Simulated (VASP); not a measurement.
# AgRh4 (P-43m) in VASP: a series of runs, part 2 of 2

VASP 6.6.1. The steps go on from the part before.

### 4 Relaxation of cell and atoms, PBE

The input, INCAR:

```
  PREC = Accurate
  ENCUT = 600
  EDIFF = 1E-6
  ISMEAR = 0
  SIGMA = 0.1
  LREAL = False
  LASPH = True
  NELM = 60
  ALGO = Fast
  ISIF = 3
  LWAVE = False
  LCHARG = False
  GGA = PE
  IBRION = 2
  NSW = 90
  EDIFFG = -0.04
```

The input, KPOINTS:

```
Automatic mesh
0
Gamma
  4 4 4
```

The input, POSCAR:

```
AgRh4
1.0
    4.5081444200      0.0000000000      0.0000000000
    0.0000000000      4.5081444200      0.0000000000
    0.0000000000      0.0000000000      4.5081444200
Ag Rh
1 4
Direct
    0.0000000000      0.0000000000      0.0000000000
    0.2437810800      0.7562189200      0.7562189200
    0.7562189200      0.2437810800      0.7562189200
    0.7562189200      0.7562189200      0.2437810800
    0.2437810800      0.2437810800      0.2437810800
```

Potentials or basis: VASP PAW PBE potentials, release 64 (Ag, Rh_pv).

On the command line:

```sh
$ cat potpaw_PBE.64/Ag/POTCAR potpaw_PBE.64/Rh_pv/POTCAR > POTCAR
$ mpirun -np 1 vasp_std > vasp.out
```

OUTCAR:

```text
PREC = Accurate
   ENCUT = 600
   EDIFF = 1E-6
   ISMEAR = 0
   LREAL = False
   LASPH = True
   NELM = 60
   ISIF = 3
   GGA = PE
   IBRION = 2
   NSW = 90
   EDIFFG = -0.04

 ion  position               nearest neighbor table
   1  0.000  0.000  0.000-   2 1.90   3 1.90   4 1.90   5 1.90
   2  0.244  0.756  0.756-   1 1.90   3 3.11   4 3.11   5 3.11   3 3.19   4 3.19   4 3.19   5 3.19
                             3 3.19   5 3.19   4 3.27   3 3.27   5 3.27
   3  0.756  0.244  0.756-   1 1.90   2 3.11   4 3.11   5 3.11   2 3.19   4 3.19   4 3.19   5 3.19
                             2 3.19   5 3.19   4 3.27   2 3.27   5 3.27
   4  0.756  0.756  0.244-   1 1.90   2 3.11   3 3.11   5 3.11   2 3.19   3 3.19   3 3.19   5 3.19
                             2 3.19   5 3.19   3 3.27   2 3.27   5 3.27
   5  0.244  0.244  0.244-   1 1.90   2 3.11   3 3.11   4 3.11   2 3.19   3 3.19   3 3.19   4 3.19
                             2 3.19   4 3.19   2 3.27   4 3.27   3 3.27

  LATTYP: Found a simple cubic cell.
 ALAT       =     4.5081444200

  Lattice vectors:

 A1 = (   4.5081444200,   0.0000000000,   0.0000000000)
 A2 = (   0.0000000000,   4.5081444200,   0.0000000000)
 A3 = (   0.0000000000,   0.0000000000,   4.5081444200)

Analysis of symmetry for initial positions (statically):
=====================================================================
[... 175 lines left out ...]
  external PRESSURE =     706.9905971 kB  Pullay stress =       0.0000000 kB
[... 26 lines left out ...]
--------------------------------------- Ionic step        2  -------------------------------------------

 number of electron      70.9999986 magnetization

------------------------ aborting loop EDIFF was not reached (unconverged)  ----------------------------

  FORCE on cell =-STRESS in cart. coord.  units (eV):
  Direction    XX          YY          ZZ          XY          YZ          ZX
  --------------------------------------------------------------------------------------
  -------------------------------------------------------------------------------------
  Total       23.3899353     23.3899353     23.3899353      0.0000000      0.0000000     -0.0000000
  in kB      152.2731641    152.2731641    152.2731641      0.0000000      0.0000000     -0.0000000
  external PRESSURE =     152.2731641 kB  Pullay stress =       0.0000000 kB
[... 976 lines left out ...]
     41       5.9315      0.00000
     42       5.9384      0.00000

[... ionic steps 4 to 9 ...]

--------------------------------------- Ionic step       10  -------------------------------------------

 number of electron      71.0000009 magnetization

------------------------ aborting loop because EDIFF is reached ----------------------------------------
[... 73 lines left out ...]
--------------------------------------- Ionic step       12  -------------------------------------------

 number of electron      70.9999983 magnetization

 Free energy of the ion-electron system (eV)
  ---------------------------------------------------
  ext. energy  EPLUGINS =         0.00000000
  ---------------------------------------------------
  free energy    TOTEN  =       -25.24176440 eV

  energy without entropy =      -25.18980735  energy(sigma->0) =      -25.21578587

 E-fermi :   7.0854     XC(G=0): -11.8145

 val. band max:        7.0821752726   @ k =   0.2500   0.0000   0.0000
 cond. band min:       7.1505769287   @ k =   0.5000   0.5000   0.5000
 fundamental gap:      0.0684016561
 Fermi energy:         7.0854349681
[... 480 lines left out ...]
  FREE ENERGIE OF THE ION-ELECTRON SYSTEM (eV)
  ---------------------------------------------------
  free  energy   TOTEN  =       -25.2417643986 eV

  energy  without entropy=      -25.1898073514  energy(sigma->0) =      -25.21578587

 reached required accuracy - stopping structural energy minimisation
```

CONTCAR:

```text
AgRh4
   1.00000000000000
     4.5504398821527836   -0.0000000000000000    0.0000000000000000
     0.0000000000000000    4.5504398821527836    0.0000000000000000
    -0.0000000000000000    0.0000000000000000    4.5504398821527836
  Ag              Rh
     1     4
Direct
     0.0000000000000000    0.0000000000000000    0.0000000000000000
     0.3063761293541330    0.6936238706458668    0.6936238706458668
     0.6936238706458668    0.3063761293541330    0.6936238706458668
     0.6936238706458668    0.6936238706458668    0.3063761293541330
     0.3063761293541330    0.3063761293541330    0.3063761293541330

  0.00000000E+00  0.00000000E+00  0.00000000E+00
  0.00000000E+00  0.00000000E+00  0.00000000E+00
  0.00000000E+00  0.00000000E+00  0.00000000E+00
  0.00000000E+00  0.00000000E+00  0.00000000E+00
  0.00000000E+00  0.00000000E+00  0.00000000E+00
```

It took 29 min on 1 thread of Intel Xeon 8259CL, shared host; peak memory 0.25 GiB.

Results:

| Item | Value |
| --- | --- |
| Free energy | -25.2418 eV |
| Relaxed volume | 18.84 Å³/atom |
| Relaxed cell | a = 4.550 Å, b = 4.550 Å, c = 4.550 Å, α = 90.00°, β = 90.00°, γ = 90.00° |
| Space group after relaxing (to 0.1 Å) | P-43m (No. 215) |
| Energy gained by relaxing | 3555.6 meV/atom |
| Ionic steps | 12 |
| Pressure after relaxing | 0.0 GPa |
| Largest force after relaxing | 0.004 eV/Å |
| Band gap on the k mesh | zero (an odd number of electrons rules out a gap without spin polarisation) |

Forces on the atoms (eV/Å):
```
Ag   0.000  0.000  0.000
Rh  -0.002  0.002  0.002
Rh   0.002 -0.002  0.002
Rh   0.002  0.002 -0.002
Rh  -0.002 -0.002 -0.002
```

The path:
| step | energy change (eV) | largest force (eV/Å) | pressure (GPa) | volume (Å³) |
| --- | --- | --- | --- | --- |
| 1 | 0.0000 | 21.7864 | 70.70 | 91.62 |
| 2 | -6.2883 | 13.4257 | 15.23 | 246.10 |
| 3 | -10.6333 | 3.4863 | 1.00 | 211.96 |
| 4 | -11.4935 | 1.3657 | -1.60 | 198.86 |
| 5 | -12.4098 | 0.3639 | -6.91 | 180.14 |
| 6 | -14.9107 | 1.4913 | -16.52 | 130.94 |
| 7 | -15.5051 | 3.2203 | -12.03 | 110.11 |
| 8 | -15.7806 | 2.4128 | -15.55 | 115.87 |
| 9 | -15.8008 | 2.7186 | -14.51 | 113.32 |
| 10 | -17.6457 | 1.4427 | 6.96 | 90.84 |
| 11 | -17.7769 | 0.1206 | -0.60 | 94.58 |
| 12 | -17.7781 | 0.0041 | 0.03 | 94.22 |

Final structure:
```xyz
5
Lattice="4.5504 0.0000 0.0000 0.0000 4.5504 0.0000 0.0000 0.0000 4.5504" Properties=species:S:1:pos:R:3 pbc="T T T"
Ag    0.0000    0.0000    0.0000
Rh    1.3941    3.1563    3.1563
Rh    3.1563    1.3941    3.1563
Rh    3.1563    3.1563    1.3941
Rh    1.3941    1.3941    1.3941
```

### 5 Single point, PBE, collinear spin, ferromagnetic start

This run uses another cell than the first one, of 18.86 Å³/atom.

The input, INCAR:

```
SYSTEM = AgRh4
PREC = Accurate
ENCUT = 520
EDIFF = 1E-7
ISMEAR = 0
SIGMA = 0.1
LREAL = .FALSE.
LASPH = .TRUE.
NELM = 150
ALGO = Normal
ISIF = 2
LWAVE = .FALSE.
LCHARG = .FALSE.
ISPIN = 2
MAGMOM = 0 1 1 1 1
LORBIT = 11
LMAXMIX = 4
GGA = PE
NBANDS = 48
```

The input, KPOINTS:

```
regular mesh
0
G
  4 4 4
  0 0 0
```

The input, POSCAR:

```
AgRh4
1.0
    4.5516752645      0.0000000000      0.0000000000
    0.0000000000      4.5516752645      0.0000000000
    0.0000000000      0.0000000000      4.5516752645
Ag Rh
1 4
Direct
    0.0000000000      0.0000000000      0.0000000000
    0.3064274774      0.6935725226      0.6935725226
    0.6935725226      0.3064274774      0.6935725226
    0.6935725226      0.6935725226      0.3064274774
    0.3064274774      0.3064274774      0.3064274774
```

Potentials or basis: VASP PAW PBE potentials, release 64 (Ag, Rh_pv).

On the command line:

```sh
$ cat potpaw_PBE.64/Ag/POTCAR potpaw_PBE.64/Rh_pv/POTCAR > POTCAR
$ mpirun -np 1 vasp_std > vasp.out
```

OUTCAR:

```text
SYSTEM = AgRh4
   PREC = Accurate
   ENCUT = 520
   EDIFF = 1E-7
   ISMEAR = 0
   LREAL = .FALSE.
   LASPH = .TRUE.
   NELM = 150
   ISIF = 2
   ISPIN = 2
   LORBIT = 11
   GGA = PE

 ion  position               nearest neighbor table
   1  0.000  0.000  0.000-   2 2.42   3 2.42   4 2.42   5 2.42
   2  0.306  0.694  0.694-   1 2.42   3 2.49   4 2.49   5 2.49   3 3.30   5 3.30   4 3.30   5 3.30
                             3 3.30   4 3.30
   3  0.694  0.306  0.694-   1 2.42   2 2.49   4 2.49   5 2.49   2 3.30   5 3.30   4 3.30   5 3.30
                             2 3.30   4 3.30
   4  0.694  0.694  0.306-   1 2.42   2 2.49   3 2.49   5 2.49   2 3.30   5 3.30   3 3.30   5 3.30
                             2 3.30   3 3.30
   5  0.306  0.306  0.306-   1 2.42   2 2.49   3 2.49   4 2.49   2 3.30   3 3.30   2 3.30   4 3.30
                             3 3.30   4 3.30

  LATTYP: Found a simple cubic cell.
 ALAT       =     4.5516752645

  Lattice vectors:

 A1 = (   4.5516752645,   0.0000000000,   0.0000000000)
 A2 = (   0.0000000000,   4.5516752645,   0.0000000000)
 A3 = (   0.0000000000,   0.0000000000,   4.5516752645)

Analysis of symmetry for initial positions (statically):
=====================================================================
 Subroutine PRICEL returns:
 Original cell was already a primitive cell.

 Routine SETGRP: Setting up the symmetry group for a
 simple cubic supercell.

 Subroutine GETGRP returns: Found 24 space group operations
 (whereof 24 operations were pure point group operations)
 out of a pool of 48 trial point group operations.

The static configuration has the point symmetry T_d .

Analysis of symmetry for dynamics (positions and initial velocities):
=====================================================================
 Subroutine PRICEL returns:
 Original cell was already a primitive cell.

[... 162 lines left out ...]

 val. band max:        7.1045453337   @ k =   0.5000   0.2500   0.0000
 cond. band min:       7.1324143765   @ k =   0.0000   0.0000   0.0000
 fundamental gap:      0.0278690427
 Fermi energy:         7.1075946962

 spin component 1

 k-point     1 :       0.0000    0.0000    0.0000
  band No.  band energies     occupation
      1     -39.9602      1.00000
      2     -39.4601      1.00000
      3     -39.4601      1.00000
      4     -39.4601      1.00000
      5     -39.1426      1.00000
      6     -39.1426      1.00000
[... 489 lines left out ...]
     46      21.6688      0.00000
     47      21.6688      0.00000
 Fermi energy:         7.1075946962

 spin component 2

 k-point     1 :       0.0000    0.0000    0.0000
  band No.  band energies     occupation
      1     -39.5206      1.00000
      2     -39.0269      1.00000
      3     -39.0269      1.00000
      4     -39.0269      1.00000
      5     -38.7686      1.00000
      6     -38.7686      1.00000
[... 489 lines left out ...]
     46      21.6799      0.00000
     47      21.6799      0.00000
 [bands above 47 left out]

------------------------ aborting loop because EDIFF is reached ----------------------------------------

  FORCE on cell =-STRESS in cart. coord.  units (eV):
  Direction    XX          YY          ZZ          XY          YZ          ZX
  --------------------------------------------------------------------------------------
  -------------------------------------------------------------------------------------
  Total        0.3731126      0.3731126      0.3731126     -0.0000000     -0.0000000      0.0000000
  in kB        6.3392331      6.3392331      6.3392331     -0.0000000     -0.0000000      0.0000000
  external PRESSURE =       6.3392331 kB  Pullay stress =       0.0000000 kB

 VOLUME and BASIS-vectors are now :
 -----------------------------------------------------------------------------
  energy-cutoff  :      520.00
  volume of cell :       94.30
      direct lattice vectors                 reciprocal lattice vectors
     4.551675265  0.000000000  0.000000000     0.219699329  0.000000000  0.000000000
     0.000000000  4.551675265  0.000000000     0.000000000  0.219699329  0.000000000
     0.000000000  0.000000000  4.551675265     0.000000000  0.000000000  0.219699329

 POSITION                                       TOTAL-FORCE (eV/Angst)
 -----------------------------------------------------------------------------------
      0.00000      0.00000      0.00000         0.000000      0.000000      0.000000
      1.39476      3.15692      3.15692        -0.013206      0.013206      0.013206
      3.15692      1.39476      3.15692         0.013206     -0.013206      0.013206
      3.15692      3.15692      1.39476         0.013206      0.013206     -0.013206
      1.39476      1.39476      1.39476        -0.013206     -0.013206     -0.013206
 -----------------------------------------------------------------------------------
    total drift:                                0.000000      0.000000     -0.000000

  FREE ENERGIE OF THE ION-ELECTRON SYSTEM (eV)
  ---------------------------------------------------
  free  energy   TOTEN  =       -25.2469911625 eV

  energy  without entropy=      -25.1928594450  energy(sigma->0) =      -25.21992530

 total charge

# of ion       s       p       d       tot
------------------------------------------
    1        0.575   0.375   9.141  10.092
    2        0.349   6.185   7.134  13.668
    3        0.349   6.185   7.134  13.668
    4        0.349   6.185   7.134  13.668
    5        0.349   6.185   7.134  13.668
--------------------------------------------------
tot          1.972  25.114  37.677  64.763

 magnetization (x)

# of ion       s       p       d       tot
------------------------------------------
    1       -0.010   0.006   0.110   0.106
    2        0.000  -0.001   0.500   0.499
    3        0.000  -0.001   0.500   0.499
    4        0.000  -0.001   0.500   0.499
    5        0.000  -0.001   0.500   0.499
--------------------------------------------------
tot         -0.009   0.001   2.109   2.102
```

OSZICAR:

```text
N       E                     dE             d eps       ncg     rms          rms(c)
DAV:   1     0.844174453906E+03    0.84417E+03   -0.42234E+04  2024   0.158E+03
DAV:   2    -0.291774343083E+00   -0.84447E+03   -0.81467E+03  2056   0.493E+02
DAV:   3    -0.266664839500E+02   -0.26375E+02   -0.25690E+02  2136   0.963E+01
DAV:   4    -0.269488442584E+02   -0.28236E+00   -0.28208E+00  2080   0.950E+00
DAV:   5    -0.269536610882E+02   -0.48168E-02   -0.48167E-02  2232   0.130E+00    0.171E+01
DAV:   6    -0.253994414065E+02    0.15542E+01   -0.76191E+00  2064   0.230E+01    0.118E+01
DAV:   7    -0.252823257424E+02    0.11712E+00   -0.12599E+00  2048   0.957E+00    0.498E+00
DAV:   8    -0.252507943491E+02    0.31531E-01   -0.12576E-01  2128   0.344E+00    0.264E+00
DAV:   9    -0.252473041494E+02    0.34902E-02   -0.10104E-02  2064   0.846E-01    0.744E-01
DAV:  10    -0.252469755335E+02    0.32862E-03   -0.13494E-03  2120   0.268E-01    0.156E-01
DAV:  11    -0.252469830758E+02   -0.75423E-05   -0.39688E-04  2056   0.142E-01    0.389E-02
DAV:  12    -0.252469902821E+02   -0.72063E-05   -0.29204E-05  2168   0.392E-02    0.204E-02
DAV:  13    -0.252469911851E+02   -0.90297E-06   -0.27145E-06  2080   0.135E-02    0.814E-03
DAV:  14    -0.252469910717E+02    0.11336E-06   -0.75626E-07  2032   0.598E-03    0.301E-03
DAV:  15    -0.252469911625E+02   -0.90746E-07   -0.14056E-07  1352   0.299E-03
   1 F= -.25246991E+02 E0= -.25219925E+02  d E =-.541317E-01  mag=     2.1151
```

Wall time 2.3 min (1 thread of Intel Xeon 8259CL, shared host); peak memory 0.27 GiB.

What came out:

| Item | Value |
| --- | --- |
| Free energy | -25.2470 eV |
| Pressure | 0.6 GPa |
| Largest force | 0.023 eV/Å |
| Net moment | 2.11 μB per cell |
| Site moments | Ag +0.11; Rh +0.50 μB |
| Valence electrons inside the program's atomic spheres | Ag 10.09; Rh 13.67 |

Forces on the atoms (eV/Å):
```
Ag   0.000  0.000  0.000
Rh  -0.013  0.013  0.013
Rh   0.013 -0.013  0.013
Rh   0.013  0.013 -0.013
Rh  -0.013 -0.013 -0.013
```

Levels at points of the mesh, in eV from the Fermi level:
Spin up:
```csv
k point,band 34,band 35,band 36,band 37,band 38,band 39
"(0.00, 0.00, 0.00)",-0.25,-0.25,0.07,0.07,0.07,1.35
"(0.50, 0.00, 0.00)",-0.71,-0.71,-0.31,-0.15,0.41,0.41
"(0.50, 0.50, 0.00)",-0.65,-0.65,-0.53,0.55,0.65,0.99
"(0.50, 0.50, 0.50)",-0.20,-0.20,0.09,0.09,0.09,1.54
```
Spin down:
```tsv
k point	band 31	band 32	band 33	band 34	band 35	band 36	band 37	band 38	band 39	band 40
(0.00, 0.00, 0.00)	0.02	0.02	0.09	0.09	0.09	0.36	0.36	0.36	1.39	3.82
(0.50, 0.00, 0.00)	-0.57	-0.57	-0.48	-0.33	-0.33	0.10	0.27	0.73	0.73	4.50
(0.50, 0.50, 0.00)	-0.75	-0.72	-0.72	-0.32	-0.32	-0.10	0.88	0.97	1.29	1.29
(0.50, 0.50, 0.50)	-0.90	-0.90	-0.38	0.23	0.23	0.43	0.43	0.43	1.70	1.70
```

### 6 The runs side by side

| task | spin | cell | cutoff (eV) | gap on the mesh (eV) | pressure (GPa) | largest force (eV/Å) |
| --- | --- | --- | --- | --- | --- | --- |
| single point | off | a = 4.508 Å, 5 atoms, atomic positions A | 520 | none | 70.7 | 21.79 |
| single point | off | a = 4.552 Å, 5 atoms, atomic positions B | 520 | none | 0.0 | 0.01 |
| relaxation of cell and atoms | off | relaxed from a = 4.508 Å, 5 atoms, atomic positions A | 600 | none | 0.0 | - |
| single point | collinear, ferromagnetic start | a = 4.552 Å, 5 atoms, atomic positions B | 520 | none | 0.6 | 0.02 |

Alike in all rows: level PBE; potentials or basis VASP PAW PBE potentials, release 64 (Ag, Rh_pv); k mesh 4 × 4 × 4; smearing gaussian 0.1 eV.

Caveats: atoms lie so close that the PAW spheres overlap strongly, which falsifies energies and pressures (at least some runs); the cell stands under pressure (at least some runs); forces of over 1 eV/Å act on the atoms, so gaps and moduli don't describe the material at rest (at least some runs).

Total energies depend on the potentials used, so only differences within one code and one set of settings carry meaning.
